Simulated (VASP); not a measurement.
# Cr (Im-3m) in VASP: notebook

Runs on Cr. Level: r2SCAN+D4. Tasks: single point.

All numbers are computed with VASP 6.6.1; they aren't measurements. Logs are shortened: lines on timing, memory, paths and dates and some standing lists are left out, and cuts for length are marked.

## (1) The cell of the first run

The structure is cubic, space group Im-3m (No. 229). Conventional cell: a = 2.969 Å, b = 2.969 Å, c = 2.969 Å, α = 90.00°, β = 90.00°, γ = 90.00°. Within 3.4 Å of Cr (site symmetry m-3m) lie 14 Cr at 2.57 to 2.97 Å.

## (2) Single point, r2SCAN+D4, collinear spin, ferromagnetic start

Input file POSCAR:

```
Cr
1.0
   -1.4844496776      1.4844496776      1.4844496776
    1.4844496776     -1.4844496776      1.4844496776
    1.4844496776      1.4844496776     -1.4844496776
Cr
1
Direct
    0.0000000000      0.0000000000      0.0000000000
```

Input file INCAR.step1:

```
PREC = Accurate
ENCUT = 520
ISMEAR = -1
SIGMA = 0.05
LREAL = F
LASPH = T
NELM = 150
ISPIN = 2
MAGMOM = 3
LMAXMIX = 4
NBANDS = 16
GGA = PE
ALGO = Normal
EDIFF = 1E-4
LWAVE = T
LCHARG = F
```

Input file INCAR.step2:

```
PREC = Accurate
ENCUT = 520
EDIFF = 1E-6
ISMEAR = -1
SIGMA = 0.05
LREAL = F
LASPH = T
NELM = 150
ALGO = Normal
ISIF = 2
LWAVE = F
LCHARG = F
ISPIN = 2
MAGMOM = 3
LORBIT = 11
LMAXMIX = 4
METAGGA = R2SCAN
LMIXTAU = T
IVDW = 13
VDW_S6 = 1.0
VDW_S8 = 0.6018749
VDW_A1 = 0.51559235
VDW_A2 = 5.77342911
NBANDS = 16
ISTART = 1
```

Input file KPOINTS:

```
Automatic mesh
0
Gamma
  12 12 12
```

Potentials or basis: VASP PAW PBE potentials, release 64 (Cr_pv).

Started as:

```
cat potpaw_PBE.64/Cr_pv/POTCAR > POTCAR
cp INCAR.step1 INCAR
mpirun -np 1 vasp_std > vasp.out
cp INCAR.step2 INCAR
mpirun -np 1 vasp_std > vasp.out
```

OUTCAR:

```text
PREC = Accurate
   ENCUT = 520
   EDIFF = 1E-6
   ISMEAR = -1
   LREAL = F
   LASPH = T
   NELM = 150
   ISIF = 2
   ISPIN = 2
   LORBIT = 11
   METAGGA = R2SCAN
   IVDW = 13
   ISTART = 1

 ion  position               nearest neighbor table
   1  0.000  0.000  0.000-

  LATTYP: Found a body centered cubic cell.
 ALAT       =     2.9688993552

  Lattice vectors:

 A1 = (  -1.4844496776,   1.4844496776,   1.4844496776)
 A2 = (   1.4844496776,  -1.4844496776,   1.4844496776)
 A3 = (   1.4844496776,   1.4844496776,  -1.4844496776)

Analysis of symmetry for initial positions (statically):
=====================================================================
 Subroutine PRICEL returns:
 Original cell was already a primitive cell.

 Routine SETGRP: Setting up the symmetry group for a
 body centered cubic supercell.

 Subroutine GETGRP returns: Found 48 space group operations
 (whereof 48 operations were pure point group operations)
 out of a pool of 48 trial point group operations.

The static configuration has the point symmetry O_h .

Analysis of symmetry for dynamics (positions and initial velocities):
=====================================================================
 Subroutine PRICEL returns:
 Original cell was already a primitive cell.

 Routine SETGRP: Setting up the symmetry group for a
 body centered cubic supercell.

 Subroutine GETGRP returns: Found 48 space group operations
 (whereof 48 operations were pure point group operations)
 out of a pool of 48 trial point group operations.

The dynamic configuration has the point symmetry O_h .

Analysis of structural, dynamic, and magnetic symmetry:
=====================================================================
 Subroutine PRICEL returns:
 Original cell was already a primitive cell.

 Routine SETGRP: Setting up the symmetry group for a
 body centered cubic supercell.

 Subroutine GETGRP returns: Found 48 space group operations
 (whereof 48 operations were pure point group operations)
 out of a pool of 48 trial point group operations.

The overall configuration has the point symmetry O_h .

 Subroutine INISYM returns: Found 48 space group operations
 (whereof 48 operations are pure point group operations),
 and found     1 'primitive' translations

----------------------------------------------------------------------------------------

                                     Primitive cell

  volume of cell :      13.0845

  direct lattice vectors                    reciprocal lattice vectors
    -1.484449678  1.484449678  1.484449678     0.000000000  0.336825160  0.336825160
     1.484449678 -1.484449678  1.484449678     0.336825160  0.000000000  0.336825160
     1.484449678  1.484449678 -1.484449678     0.336825160  0.336825160  0.000000000

  length of vectors
     2.571142263  2.571142263  2.571142263     0.476342709  0.476342709  0.476342709

  position of ions in fractional coordinates (direct lattice)
     0.000000000  0.000000000  0.000000000

  ion indices of the primitive-cell ions
   primitive index   ion index
                 1           1

----------------------------------------------------------------------------------------

 KPOINTS: Automatic mesh

Automatic generation of k-mesh.
 Grid dimensions read from file:
 generate k-points for:   12   12   12

 Generating k-lattice:

  Cartesian coordinates                     Fractional coordinates (reciprocal lattice)
     0.000000000  0.028068763  0.028068763     0.083333333  0.000000000  0.000000000
     0.028068763  0.000000000  0.028068763     0.000000000  0.083333333  0.000000000
     0.028068763  0.028068763  0.000000000     0.000000000  0.000000000  0.083333333

  Length of vectors
     0.039695226  0.039695226  0.039695226

  Shift w.r.t. Gamma in fractional coordinates (k-lattice)
     0.000000000  0.000000000  0.000000000

 Subroutine IBZKPT returns following result:
 ===========================================

 Found     72 irreducible k-points:

 Following reciprocal coordinates:
            Coordinates               Weight
  0.000000  0.000000  0.000000      1.000000
  0.083333  0.000000  0.000000     12.000000
  0.166667  0.000000  0.000000     12.000000
  0.250000  0.000000  0.000000     12.000000
  0.333333  0.000000  0.000000     12.000000
  0.416667  0.000000  0.000000     12.000000
[... 16 lines left out ...]
  0.333333  0.083333  0.083333     24.000000
  0.416667  0.083333  0.083333     12.000000
 [... further k-points ...]
   k-points           NKPTS =     72   k-points in BZ     NKDIM =     72   number of bands    NBANDS=     16
   number of dos      NEDOS =    301   number of ions     NIONS =      1
   total plane-waves  NPLWV =   8000
   dimension x,y,z NGX =    20 NGY =   20 NGZ =   20
   dimension x,y,z NGXF=    40 NGYF=   40 NGZF=   40
   ions per type =               1
   NGX,Y,Z   is equivalent  to a cutoff of  12.93, 12.93, 12.93 a.u.
   NGXF,Y,Z  is equivalent  to a cutoff of  25.86, 25.86, 25.86 a.u.
 SYSTEM =  unknown system
   PREC   = accura    normal or accurate (medium, high low for compatibility)
   ISTART =      1    job   : 0-new  1-cont  2-samecut
   ICHARG =      0    charge: 1-file 2-atom 10-const
   ISPIN  =      2    spin polarized calculation?
   LNONCOLLINEAR =      F non collinear calculations
   LSORBIT =      F    spin-orbit coupling
   LASPH  =      T    aspherical Exc in radial PAW
   ENCUT  =  520.0 eV  38.22 Ry    6.18 a.u.   4.78  4.78  4.78*2*pi/ulx,y,z
   NELM   =    150;   NELMIN=  2; NELMDL=  0     # of ELM steps
   EDIFF  = 0.1E-05   stopping-criterion for ELM
   LREAL  =      F    real-space projection
   EDIFFG = 0.1E-04   stopping-criterion for IOM
   NSW    =      0    number of steps for IOM
   IBRION =     -1    ionic relax: 0-MD 1-quasi-New 2-CG
   NFREE  =      0    steps in history (QN), initial steepest desc. (CG)
   ISIF   =      2    stress and relaxation
   ISYM   =      2    0-nonsym 1-usesym 2-fastsym
   POTIM  = 0.5000    time-step for ionic-motion
   TEBEG  =    0.0;   TEEND  =   0.0 temperature during run
   PSTRESS=    0.0 pullay stress
   NELECT =      12.0000    total number of electrons
   NUPDOWN=      -1.0000    fix difference up-down
   EMIN   =  10.00;   EMAX   =-10.00  energy-range for DOS
   EFERMI =   0.00;   METHOD = LEGACY
   ISMEAR =    -1;   SIGMA  =   0.05  broadening in eV -4-tet -1-fermi 0-gaus
   EFERMI_NEDOS =   21; number of points for ismear=-14 and -15
   IALGO  =     38    algorithm
   IMIX   =      4    mixing-type and parameters
     AMIX     =   0.40;   BMIX     =  1.00
     AMIX_MAG =   1.60;   BMIX_MAG =  1.00
  volume/ion in A,a.u.               =      13.08        88.30
  Fermi-wavevector in a.u.,A,eV,Ry     =   1.590559  3.005721 34.421077  2.529878
  Thomas-Fermi vector in A             =   2.689235
   LORBIT       =     11    0 simple, 1 ext, 2 COOP (PROOUT), +10 PAW based schemes
   METAGGA = R2SCAN    functional components
   LHFCALC =     F    Hartree Fock is set to
   AEXX    =    0.0000 exact exchange contribution
   IVDW    =    13    specifies the selected vdW correction
   LEPSILON=     F    determine dielectric tensor
   LRPA    =     F    only Hartree local field effects (RPA)
 spin polarized calculation
  energy-cutoff  :      520.00
  volume of cell :       13.08
 maximum number of plane-waves:       370
   NGX =  9   NGY =  9   NGZ =  9

 number of electron      12.0000008 magnetization      -0.0000018

 number of electron      12.0000008 magnetization       0.0000004

 Free energy of the ion-electron system (eV)
  ---------------------------------------------------
  ext. energy  EPLUGINS =         0.00000000
  ---------------------------------------------------
  free energy    TOTEN  =       -14.63039660 eV

  energy without entropy =      -14.62423287  energy(sigma->0) =      -14.62731474

 E-fermi :   9.1361     XC(G=0): -14.1837

 val. band max:        9.1125274289   @ k =   0.4167   0.0833   0.0000
 cond. band min:       9.1391505743   @ k =  -0.2500   0.3333   0.1667
 fundamental gap:      0.0266231455
 Fermi energy:         9.1361401199

 spin component 1

 k-point     1 :       0.0000    0.0000    0.0000
  band No.  band energies     occupation
      1     -35.2698      1.00000
      2     -35.2697      1.00000
      3     -35.2697      1.00000
      4       1.2821      1.00000
      5       8.4011      1.00000
      6       8.4012      1.00000
[... 8 lines left out ...]
     15      38.1199      0.00000
     16      41.6184      0.00000
[... 419 lines left out ...]
 k-point    24 :       0.4167    0.0833    0.0833
  band No.  band energies     occupation
      1     -35.8674      1.00000
      2     -35.5034      1.00000
      3     -35.3132      1.00000
      4       5.5857      1.00000
      5       6.9568      1.00000
      6       8.8135      0.99843
[... 8 lines left out ...]
     15      39.6264      0.00000
     16      41.0235      0.00000

 [... further k-points ...]

 spin component 2

 k-point     1 :       0.0000    0.0000    0.0000
  band No.  band energies     occupation
      1     -35.2698      1.00000
      2     -35.2697      1.00000
      3     -35.2697      1.00000
      4       1.2821      1.00000
      5       8.4011      1.00000
      6       8.4012      1.00000
[... 8 lines left out ...]
     15      38.1199      0.00000
     16      41.6181      0.00000
[... 419 lines left out ...]
 k-point    24 :       0.4167    0.0833    0.0833
  band No.  band energies     occupation
      1     -35.8674      1.00000
      2     -35.5034      1.00000
      3     -35.3132      1.00000
      4       5.5857      1.00000
      5       6.9568      1.00000
      6       8.8135      0.99843
[... 8 lines left out ...]
     15      39.6264      0.00000
     16      41.0235      0.00000

 [... further k-points ...]

------------------------ aborting loop because EDIFF is reached ----------------------------------------

  DFT-D4 for vdW energy calculation

  Edisp (eV):   -0.13632

  FORCE on cell =-STRESS in cart. coord.  units (eV):
  Direction    XX          YY          ZZ          XY          YZ          ZX
  --------------------------------------------------------------------------------------
  -------------------------------------------------------------------------------------
  Total      -2.51393    -2.51393    -2.51393     0.00000     0.00000    -0.00000
  in kB    -307.82684  -307.82684  -307.82684     0.00000     0.00000    -0.00000
  external pressure =     -307.83 kB  Pullay stress =        0.00 kB

 VOLUME and BASIS-vectors are now :
 -----------------------------------------------------------------------------
  energy-cutoff  :      520.00
  volume of cell :       13.08
      direct lattice vectors                 reciprocal lattice vectors
    -1.484449678  1.484449678  1.484449678     0.000000000  0.336825160  0.336825160
     1.484449678 -1.484449678  1.484449678     0.336825160  0.000000000  0.336825160
     1.484449678  1.484449678 -1.484449678     0.336825160  0.336825160  0.000000000

 POSITION                                       TOTAL-FORCE (eV/Angst)
 -----------------------------------------------------------------------------------
      0.00000      0.00000      0.00000         0.000000     -0.000000      0.000000
 -----------------------------------------------------------------------------------
    total drift:                                0.000000     -0.000000      0.000000

  FREE ENERGIE OF THE ION-ELECTRON SYSTEM (eV)
  ---------------------------------------------------
  free  energy   TOTEN  =       -14.7667211928 eV

  energy  without entropy=      -14.7605574619  energy(sigma->0) =      -14.76363933

 total charge

# of ion       s       p       d       tot
------------------------------------------
    1        0.670   6.348   4.038  11.056

 magnetization (x)

# of ion       s       p       d       tot
------------------------------------------
    1        0.000  -0.000   0.000   0.000
```

Run time: 2.8 min. Hardware: 1 thread of Intel Xeon 8259CL, shared host; peak memory 0.15 GiB.

What came out:

- Free energy: -14.7667 eV
- Pressure: -30.8 GPa
- Band gap on the k mesh: zero (filled and empty bands overlap)
- Net moment: 0.00 μB per cell
- Valence electrons inside the program's atomic spheres: Cr 11.06
- Dispersion energy per atom: -0.136 eV

Levels at points of the mesh, in eV from the Fermi level:
Spin up:
```tsv
k point	band 4	band 5	band 6	band 7	band 8	band 9
(0.00, 0.00, 0.00)	-7.85	-0.74	-0.73	-0.73	1.34	1.34
(0.50, 0.00, 0.00)	-3.96	-2.10	0.77	1.23	1.62	2.50
(0.50, 0.50, 0.50)	-3.55	-3.55	2.17	2.17	2.17	3.01
```
Spin down:
```
           k point  band 3  band 4  band 5  band 6  band 7  band 8  band 9  band 10
(0.00, 0.00, 0.00)  -44.41   -7.85   -0.74   -0.73   -0.73    1.34    1.34     3.08
(0.50, 0.00, 0.00)  -44.41   -3.96   -2.10    0.77    1.23    1.62    2.50     3.00
(0.50, 0.50, 0.50)  -44.85   -3.55   -3.55    2.17    2.17    2.17    3.01     9.97
```

Caveat: the cell stands under tension; the PAW data sets were made with another functional, which shifts forces and pressure a little.

## (3) Single point, r2SCAN+D4, collinear spin, ferromagnetic start

This run uses another cell than the first one, of 13.35 Å³/atom.

Input file POSCAR:

```
Cr
1.0
   -1.4942807567      1.4942807567      1.4942807567
    1.4942807567     -1.4942807567      1.4942807567
    1.4942807567      1.4942807567     -1.4942807567
Cr
1
Direct
    0.0000000000      0.0000000000      0.0000000000
```

Input file INCAR.step1:

```
SYSTEM = Cr
PREC = Accurate ; ENCUT = 520
ISMEAR = -1 ; SIGMA = 0.05
LREAL = .FALSE. ; LASPH = .TRUE.
NELM = 150 ; ISPIN = 2
MAGMOM = 3 ; LMAXMIX = 4
NBANDS = 16 ; GGA = PE
ALGO = Normal ; EDIFF = 1E-4
LWAVE = .TRUE. ; LCHARG = .FALSE.
```

Input file INCAR.step2:

```
SYSTEM = Cr
PREC = Accurate ; ENCUT = 520
EDIFF = 1E-6 ; ISMEAR = -1
SIGMA = 0.05 ; LREAL = .FALSE.
LASPH = .TRUE. ; NELM = 150
ALGO = Normal ; ISIF = 2
LWAVE = .FALSE. ; LCHARG = .FALSE.
ISPIN = 2 ; MAGMOM = 3
LORBIT = 11 ; LMAXMIX = 4
METAGGA = R2SCAN ; LMIXTAU = .TRUE.
IVDW = 13 ; VDW_S6 = 1.0
VDW_S8 = 0.6018749 ; VDW_A1 = 0.51559235
VDW_A2 = 5.77342911 ; NBANDS = 16
ISTART = 1
```

Input file KPOINTS:

```
regular mesh
0
G
  12 12 12
  0 0 0
```

Potentials or basis: VASP PAW PBE potentials, release 64 (Cr_pv).

Started as:

```
cat potpaw_PBE.64/Cr_pv/POTCAR > POTCAR
cp INCAR.step1 INCAR
mpirun -np 1 vasp_std > vasp.out
cp INCAR.step2 INCAR
mpirun -np 1 vasp_std > vasp.out
```

Wall time 2.6 min (1 thread of Intel Xeon 8259CL, shared host); peak memory 0.15 GiB.

The run converged. Its results:

| Property | Result |
| --- | --- |
| Free energy | -14.7144 eV |
| Pressure | -33.4 GPa |
| Band gap on the k mesh | zero (filled and empty bands overlap) |
| Net moment | 0.00 μB per cell |
| Valence electrons inside the program's atomic spheres | Cr 11.02 |
| Dispersion energy per atom | -0.134 eV |

Levels at points of the mesh, in eV from the Fermi level:
Spin up:
| k point | band 2 | band 3 | band 4 | band 5 | band 6 | band 7 | band 8 | band 9 | band 10 | band 11 |
| --- | --- | --- | --- | --- | --- | --- | --- | --- | --- | --- |
| (0.00, 0.00, 0.00) | -44.43 | -44.43 | -7.77 | -0.71 | -0.71 | -0.71 | 1.32 | 1.32 | 3.06 | 22.07 |
| (0.50, 0.00, 0.00) | -44.62 | -44.43 | -3.87 | -2.04 | 0.74 | 1.20 | 1.58 | 2.43 | 2.98 | 8.79 |
| (0.50, 0.50, 0.50) | -44.85 | -44.85 | -3.44 | -3.44 | 2.11 | 2.11 | 2.11 | 2.98 | 9.82 | 9.82 |
Spin down:
| k point | band 2 | band 3 | band 4 | band 5 | band 6 | band 7 | band 8 | band 9 | band 10 | band 11 |
| --- | --- | --- | --- | --- | --- | --- | --- | --- | --- | --- |
| (0.00, 0.00, 0.00) | -44.43 | -44.43 | -7.77 | -0.71 | -0.71 | -0.71 | 1.32 | 1.32 | 3.06 | 22.07 |
| (0.50, 0.00, 0.00) | -44.62 | -44.43 | -3.87 | -2.04 | 0.74 | 1.20 | 1.58 | 2.43 | 2.98 | 8.79 |
| (0.50, 0.50, 0.50) | -44.85 | -44.85 | -3.44 | -3.44 | 2.11 | 2.11 | 2.11 | 2.98 | 9.82 | 9.82 |

Caveat: the cell stands under tension; the PAW data sets were made with another functional, which shifts forces and pressure a little.

(Part 1 of 2 ends here.)
